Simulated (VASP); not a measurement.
# NbC (Fm-3m) in VASP: notebook

NbC is run at these levels: PBE+D3(BJ); tasks: single point.

Program: VASP 6.6.1. These are calculated values, not measurements. Logs are shortened: lines on timing, memory, paths and dates and some standing lists are left out, and cuts for length are marked.

### 1 The cell of the first run

Symmetry: Fm-3m, No. 225, cubic system. Conventional cell: a = 4.455 Å, b = 4.455 Å, c = 4.455 Å, α = 90.00°, β = 90.00°, γ = 90.00°. Nb (site symmetry m-3m) has 6 C at 2.23 Å within 2.9 Å. Within 2.9 Å of C (site symmetry m-3m) lie 6 Nb at 2.23 Å.

### 2 Single point, PBE+D3(BJ)

INCAR reads:

```
SYSTEM = NbC
ALGO = Normal
EDIFF = 1E-6
ENCUT = 600
GGA = PE
GGA_COMPAT = .False.
ISIF = 2
ISMEAR = 0
IVDW = 12
LASPH = .True.
LCHARG = .False.
LREAL = .False.
LWAVE = .False.
NBANDS = 16
NELM = 120
PREC = Accurate
SIGMA = 0.05
```

KPOINTS reads:

```
k-points
0
Gamma
  10 10 10
  0 0 0
```

POSCAR reads:

```
NbC
1.0
    0.0000000000      2.2276518291      2.2276518291
    2.2276518291      0.0000000000      2.2276518291
    2.2276518291      2.2276518291      0.0000000000
Nb C
1 1
Direct
    0.0000000000      0.0000000000      0.0000000000
    0.5000000000      0.5000000000      0.5000000000
```

Potentials or basis: VASP PAW PBE potentials, release 64 (Nb_sv, C).

Started as:

```sh
> cat potpaw_PBE.64/Nb_sv/POTCAR potpaw_PBE.64/C/POTCAR > POTCAR
> mpirun -np 1 vasp_std > vasp.out
```

OUTCAR:

```text
SYSTEM = NbC
   EDIFF = 1E-6
   ENCUT = 600
   GGA = PE
   ISIF = 2
   ISMEAR = 0
   IVDW = 12
   LASPH = .True.
   LREAL = .False.
   NELM = 120
   PREC = Accurate
 IVDW          = 12

 ion  position               nearest neighbor table
   1  0.000  0.000  0.000-   2 2.23   2 2.23   2 2.23   2 2.23   2 2.23   2 2.23
   2  0.500  0.500  0.500-   1 2.23   1 2.23   1 2.23   1 2.23   1 2.23   1 2.23

  LATTYP: Found a face centered cubic cell.
 ALAT       =     4.4553036582

  Lattice vectors:

 A1 = (   0.0000000000,   2.2276518291,   2.2276518291)
 A2 = (   2.2276518291,   0.0000000000,   2.2276518291)
 A3 = (   2.2276518291,   2.2276518291,   0.0000000000)

Analysis of symmetry for initial positions (statically):
=====================================================================
 Subroutine PRICEL returns:
 Original cell was already a primitive cell.

 Routine SETGRP: Setting up the symmetry group for a
 face centered cubic supercell.

 Subroutine GETGRP returns: Found 48 space group operations
 (whereof 48 operations were pure point group operations)
 out of a pool of 48 trial point group operations.

The static configuration has the point symmetry O_h .

Analysis of symmetry for dynamics (positions and initial velocities):
=====================================================================
 Subroutine PRICEL returns:
 Original cell was already a primitive cell.

 Routine SETGRP: Setting up the symmetry group for a
 face centered cubic supercell.

 Subroutine GETGRP returns: Found 48 space group operations
 (whereof 48 operations were pure point group operations)
 out of a pool of 48 trial point group operations.

The dynamic configuration has the point symmetry O_h .

 Subroutine INISYM returns: Found 48 space group operations
 (whereof 48 operations are pure point group operations),
 and found     1 'primitive' translations

----------------------------------------------------------------------------------------

                                     Primitive cell

  volume of cell :      22.1091

  direct lattice vectors                    reciprocal lattice vectors
     0.000000000  2.227651829  2.227651829    -0.224451592  0.224451592  0.224451592
     2.227651829  0.000000000  2.227651829     0.224451592 -0.224451592  0.224451592
     2.227651829  2.227651829  0.000000000     0.224451592  0.224451592 -0.224451592

  length of vectors
     3.150375429  3.150375429  3.150375429     0.388761562  0.388761562  0.388761562

  position of ions in fractional coordinates (direct lattice)
     0.000000000  0.000000000  0.000000000
     0.500000000  0.500000000  0.500000000

  ion indices of the primitive-cell ions
   primitive index   ion index
                 1           1
                 2           2

----------------------------------------------------------------------------------------

 KPOINTS: k-points

Automatic generation of k-mesh.
 Grid dimensions read from file:
 generate k-points for:   10   10   10

 Generating k-lattice:

  Cartesian coordinates                     Fractional coordinates (reciprocal lattice)
    -0.022445159  0.022445159  0.022445159     0.100000000  0.000000000  0.000000000
     0.022445159 -0.022445159  0.022445159     0.000000000  0.100000000  0.000000000
     0.022445159  0.022445159 -0.022445159     0.000000000  0.000000000  0.100000000

  Length of vectors
     0.038876156  0.038876156  0.038876156

  Shift w.r.t. Gamma in fractional coordinates (k-lattice)
     0.000000000  0.000000000  0.000000000

 Subroutine IBZKPT returns following result:
 ===========================================

 Found     47 irreducible k-points:

 Following reciprocal coordinates:
            Coordinates               Weight
  0.000000  0.000000  0.000000      1.000000
  0.100000  0.000000  0.000000      8.000000
  0.200000  0.000000  0.000000      8.000000
  0.300000  0.000000  0.000000      8.000000
  0.400000  0.000000  0.000000      8.000000
  0.500000  0.000000  0.000000      4.000000
[... 16 lines left out ...]
  0.300000  0.300000  0.000000      6.000000
  0.400000  0.300000  0.000000     24.000000
 [... further k-points ...]
   k-points           NKPTS =     47   k-points in BZ     NKDIM =     47   number of bands    NBANDS=     16
   number of dos      NEDOS =    301   number of ions     NIONS =      2
   total plane-waves  NPLWV =  21952
   dimension x,y,z NGX =    28 NGY =   28 NGZ =   28
   dimension x,y,z NGXF=    56 NGYF=   56 NGZF=   56
   ions per type =               1   1
   NGX,Y,Z   is equivalent  to a cutoff of  14.78, 14.78, 14.78 a.u.
   NGXF,Y,Z  is equivalent  to a cutoff of  29.55, 29.55, 29.55 a.u.
 SYSTEM =  NbC
   PREC   = accura    normal or accurate (medium, high low for compatibility)
   ISTART =      0    job   : 0-new  1-cont  2-samecut
   ICHARG =      2    charge: 1-file 2-atom 10-const
   ISPIN  =      1    spin polarized calculation?
   LNONCOLLINEAR =      F non collinear calculations
   LSORBIT =      F    spin-orbit coupling
   LASPH  =      T    aspherical Exc in radial PAW
   ENCUT  =  600.0 eV  44.10 Ry    6.64 a.u.   6.29  6.29  6.29*2*pi/ulx,y,z
   NELM   =    120;   NELMIN=  2; NELMDL= -5     # of ELM steps
   EDIFF  = 0.1E-05   stopping-criterion for ELM
   LREAL  =      F    real-space projection
   EDIFFG = 0.1E-04   stopping-criterion for IOM
   NSW    =      0    number of steps for IOM
   IBRION =     -1    ionic relax: 0-MD 1-quasi-New 2-CG
   NFREE  =      0    steps in history (QN), initial steepest desc. (CG)
   ISIF   =      2    stress and relaxation
   ISYM   =      2    0-nonsym 1-usesym 2-fastsym
   POTIM  = 0.5000    time-step for ionic-motion
   TEBEG  =    0.0;   TEEND  =   0.0 temperature during run
   PSTRESS=    0.0 pullay stress
   NELECT =      17.0000    total number of electrons
   NUPDOWN=      -1.0000    fix difference up-down
   EMIN   =  10.00;   EMAX   =-10.00  energy-range for DOS
   EFERMI =   0.00;   METHOD = LEGACY
   ISMEAR =     0;   SIGMA  =   0.05  broadening in eV -4-tet -1-fermi 0-gaus
   EFERMI_NEDOS =   21; number of points for ismear=-14 and -15
   IALGO  =     38    algorithm
   IMIX   =      4    mixing-type and parameters
     AMIX     =   0.40;   BMIX     =  1.00
     AMIX_MAG =   1.60;   BMIX_MAG =  1.00
  volume/ion in A,a.u.               =      11.05        74.60
  Fermi-wavevector in a.u.,A,eV,Ry     =   1.499802  2.834214 30.605013  2.249405
  Thomas-Fermi vector in A             =   2.611384
   LORBIT       =      0    0 simple, 1 ext, 2 COOP (PROOUT), +10 PAW based schemes
   GGA     = PE    functional components
   LHFCALC =     F    Hartree Fock is set to
   AEXX    =    0.0000 exact exchange contribution
   IVDW    =    12    specifies the selected vdW correction
   LEPSILON=     F    determine dielectric tensor
   LRPA    =     F    only Hartree local field effects (RPA)
 non-spin polarized calculation
 Gauss-broadening in eV      SIGMA  =   0.05
  energy-cutoff  :      600.00
  volume of cell :       22.11
 maximum number of plane-waves:       754
 NGX is ok and might be reduce to    28
   NGX = 13   NGY = 13   NGZ = 13

 number of electron      17.0000001 magnetization

 Free energy of the ion-electron system (eV)
  ---------------------------------------------------
  ext. energy  EPLUGINS =         0.00000000
  ---------------------------------------------------
  free energy    TOTEN  =       -20.54985314 eV

  energy without entropy =      -20.54914148  energy(sigma->0) =      -20.54949731

 E-fermi :  12.5859     XC(G=0): -13.1381

 val. band max:       12.5448226517   @ k =  -0.4000   0.4000   0.1000
 cond. band min:      12.8216024132   @ k =  -0.2000   0.2000   0.0000
 fundamental gap:      0.2767797615
 Fermi energy:        12.5858827918

 k-point     1 :       0.0000    0.0000    0.0000
  band No.  band energies     occupation
      1     -43.0302      2.00000
      2     -18.7286      2.00000
      3     -18.7286      2.00000
      4     -18.7286      2.00000
      5      -0.7814      2.00000
      6      11.3934      2.00000
[... 8 lines left out ...]
     15      22.7158      0.00000
     16      35.0932      0.00000

 k-point     2 :       0.1000    0.0000    0.0000
  band No.  band energies     occupation
      1     -43.0197      2.00000
      2     -18.8170      2.00000
      3     -18.7368      2.00000
      4     -18.7368      2.00000
      5      -0.5261      2.00000
      6      10.4126      2.00000
[... 8 lines left out ...]
     15      23.3216      0.00000
     16      33.3541      0.00000

 k-point     3 :       0.2000    0.0000    0.0000
  band No.  band energies     occupation
      1     -42.9920      2.00000
      2     -19.0427      2.00000
      3     -18.7581      2.00000
      4     -18.7581      2.00000
      5       0.1814      2.00000
      6       8.8257      2.00000
[... 8 lines left out ...]
     15      24.6955      0.00000
     16      31.2717      0.00000

 k-point     4 :       0.3000    0.0000    0.0000
  band No.  band energies     occupation
      1     -42.9575      2.00000
      2     -19.3111      2.00000
      3     -18.7843      2.00000
      4     -18.7843      2.00000
      5       1.1910      2.00000
      6       7.2338      2.00000
[... 8 lines left out ...]
     15      26.0110      0.00000
     16      28.5904      0.00000

 k-point     5 :       0.4000    0.0000    0.0000
  band No.  band energies     occupation
      1     -42.9294      2.00000
      2     -19.5206      2.00000
      3     -18.8053      2.00000
      4     -18.8053      2.00000
      5       2.2884      2.00000
      6       5.8405      2.00000
[... 8 lines left out ...]
     15      26.2816      0.00000
     16      26.2816      0.00000

 k-point     6 :       0.5000    0.0000    0.0000
  band No.  band energies     occupation
      1     -42.9187      2.00000
      2     -19.5989      2.00000
      3     -18.8133      2.00000
      4     -18.8133      2.00000
      5       2.9406      2.00000
      6       5.1015      2.00000
[... 8 lines left out ...]
     15      25.2942      0.00000
     16      25.2942      0.00000

 k-point     7 :       0.1000    0.1000    0.0000
  band No.  band energies     occupation
      1     -43.0162      2.00000
      2     -18.8107      2.00000
      3     -18.7573      2.00000
      4     -18.7573      2.00000
      5      -0.4515      2.00000
      6       9.9310      2.00000
[... 8 lines left out ...]
     15      23.5279      0.00000
     16      33.0368      0.00000

 k-point     8 :       0.2000    0.1000    0.0000
  band No.  band energies     occupation
      1     -42.9942      2.00000
      2     -18.9780      2.00000
      3     -18.7885      2.00000
      4     -18.7717      2.00000
      5       0.0709      2.00000
      6       8.6268      2.00000
[... 8 lines left out ...]
     15      24.6731      0.00000
     16      30.9076      0.00000

 k-point     9 :       0.3000    0.1000    0.0000
  band No.  band energies     occupation
      1     -42.9620      2.00000
      2     -19.2242      2.00000
      3     -18.8184      2.00000
      4     -18.7975      2.00000
      5       0.9137      2.00000
      6       7.4084      2.00000
[... 8 lines left out ...]
     15      25.8388      0.00000
     16      28.7819      0.00000
[... 172 lines left out ...]
 k-point    19 :       0.5000    0.2000    0.0000
  band No.  band energies     occupation
      1     -42.9060      2.00000
      2     -19.4707      2.00000
      3     -18.9874      2.00000
      4     -18.8875      2.00000
      5       1.9195      2.00000
      6       6.3532      2.00000
[... 8 lines left out ...]
     15      25.8881      0.00000
     16      27.2194      0.00000

 k-point    20 :      -0.4000    0.2000    0.0000
  band No.  band energies     occupation
      1     -42.9038      2.00000
      2     -19.4763      2.00000
      3     -19.0335      2.00000
      4     -18.8577      2.00000
      5       2.1873      2.00000
      6       6.0423      2.00000
[... 8 lines left out ...]
     15      25.6828      0.00000
     16      27.0631      0.00000

 k-point    21 :      -0.3000    0.2000    0.0000
  band No.  band energies     occupation
      1     -42.9189      2.00000
      2     -19.3890      2.00000
      3     -19.0306      2.00000
      4     -18.8146      2.00000
      5       1.9616      2.00000
      6       6.2592      2.00000
[... 8 lines left out ...]
     15      25.4547      0.00000
     16      27.2759      0.00000

 k-point    22 :      -0.2000    0.2000    0.0000
  band No.  band energies     occupation
      1     -42.9456      2.00000
      2     -19.2618      2.00000
      3     -18.9568      2.00000
      4     -18.7744      2.00000
      5       1.3285      2.00000
      6       7.0248      2.00000
[... 8 lines left out ...]
     15      25.6222      0.00000
     16      27.4191      0.00000

 k-point    23 :       0.3000    0.3000    0.0000
  band No.  band energies     occupation
      1     -42.9334      2.00000
      2     -19.2491      2.00000
      3     -18.9234      2.00000
      4     -18.9234      2.00000
      5       0.8190      2.00000
      6       7.2688      2.00000
[... 8 lines left out ...]
     15      27.1816      0.00000
     16      28.0200      0.00000

 k-point    24 :       0.4000    0.3000    0.0000
  band No.  band energies     occupation
      1     -42.9112      2.00000
      2     -19.3576      2.00000
      3     -18.9811      2.00000
      4     -18.9543      2.00000
      5       0.9555      2.00000
      6       7.4892      2.00000
[... 8 lines left out ...]
     15      25.5046      0.00000
     16      28.2240      0.00000

 [... further k-points ...]

------------------------ aborting loop because EDIFF is reached ----------------------------------------

 Edisp (eV)   -0.98858

 E8    (eV) :    -0.4366

  FORCE on cell =-STRESS in cart. coord.  units (eV):
  Direction    XX          YY          ZZ          XY          YZ          ZX
  --------------------------------------------------------------------------------------
  -------------------------------------------------------------------------------------
  Total      -0.27538    -0.27538    -0.27538     0.00000     0.00000     0.00000
  in kB     -19.95579   -19.95579   -19.95579     0.00000     0.00000     0.00000
  external pressure =      -19.96 kB  Pullay stress =        0.00 kB

 VOLUME and BASIS-vectors are now :
 -----------------------------------------------------------------------------
  energy-cutoff  :      600.00
  volume of cell :       22.11
      direct lattice vectors                 reciprocal lattice vectors
     0.000000000  2.227651829  2.227651829    -0.224451592  0.224451592  0.224451592
     2.227651829  0.000000000  2.227651829     0.224451592 -0.224451592  0.224451592
     2.227651829  2.227651829  0.000000000     0.224451592  0.224451592 -0.224451592

 POSITION                                       TOTAL-FORCE (eV/Angst)
 -----------------------------------------------------------------------------------
      0.00000      0.00000      0.00000        -0.000000     -0.000000     -0.000000
      2.22765      2.22765      2.22765         0.000000      0.000000      0.000000
 -----------------------------------------------------------------------------------
    total drift:                               -0.000000      0.000000      0.000000

  FREE ENERGIE OF THE ION-ELECTRON SYSTEM (eV)
  ---------------------------------------------------
  free  energy   TOTEN  =       -21.5384351938 eV

  energy  without entropy=      -21.5377235331  energy(sigma->0) =      -21.53807936
```

It took 14 s on 1 thread of Intel Xeon 6975P-C (Granite Rapids), shared host; peak memory 0.17 GiB.

Results:

| Quantity | Value |
| --- | --- |
| Free energy | -21.5384 eV |
| Pressure | -2.0 GPa |
| Dispersion energy per atom | -0.494 eV |

Levels at points of the mesh, in eV from the Fermi level:
| k point | band 5 | band 6 | band 7 | band 8 | band 9 | band 10 | band 11 | band 12 | band 13 | band 14 |
| --- | --- | --- | --- | --- | --- | --- | --- | --- | --- | --- |
| (0.00, 0.00, 0.00) | -13.37 | -1.19 | -1.19 | -1.19 | -0.09 | -0.09 | -0.09 | 0.49 | 0.49 | 7.87 |
| (0.50, 0.00, 0.00) | -9.65 | -7.48 | -5.04 | -5.04 | 2.30 | 2.30 | 3.75 | 5.95 | 9.16 | 9.16 |
| (0.50, 0.50, 0.00) | -12.03 | -4.09 | -3.72 | -1.18 | -1.18 | 2.15 | 3.42 | 3.42 | 6.72 | 10.25 |

Caveat: three body term missing; pairwise dispersion overbinds metals, which lowers pressure and volume.

(Part 1 of 2 ends here.)
